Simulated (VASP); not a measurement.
A run of VASP 6.6.1:

The input INCAR:

```
SYSTEM = As
PREC = Accurate
ENCUT = 520
EDIFF = 1E-6
ISMEAR = -1
SIGMA = 0.1
LREAL = .False.
LASPH = .True.
NELM = 60
ALGO = Normal
ISIF = 2
LWAVE = .False.
LCHARG = .False.
GGA = RP
NBANDS = 12
```

KPOINTS

```
Automatic mesh
0
Gamma
  13 13 8
  0 0 0
```

Contents of POSCAR:

```
As
1.0
    3.1401244865      0.0000000000      0.0000000000
   -1.5700622432      2.7194275764      0.0000000000
    0.0000000000      0.0000000000      4.7844152379
As
2
Direct
    0.3333333333      0.6666666667      0.2500000000
    0.6666666667      0.3333333333      0.7500000000
```

Potentials or basis: VASP PAW PBE potentials, release 64 (As).

Run with:

```sh
$ cat potpaw_PBE.64/As/POTCAR > POTCAR
$ mpirun -np 1 vasp_std > vasp.out
```

Hardware: 1 thread of Intel(R) Xeon(R) Platinum 8488C (Sapphire Rapids) (shared host).

Problem. Estimate the wall time of this run.

Solution. It took 20 s on 1 thread of Intel(R) Xeon(R) Platinum 8488C (Sapphire Rapids) (shared host), peak memory 0.18 GiB. Counts: scf iterations 9, k points 105.
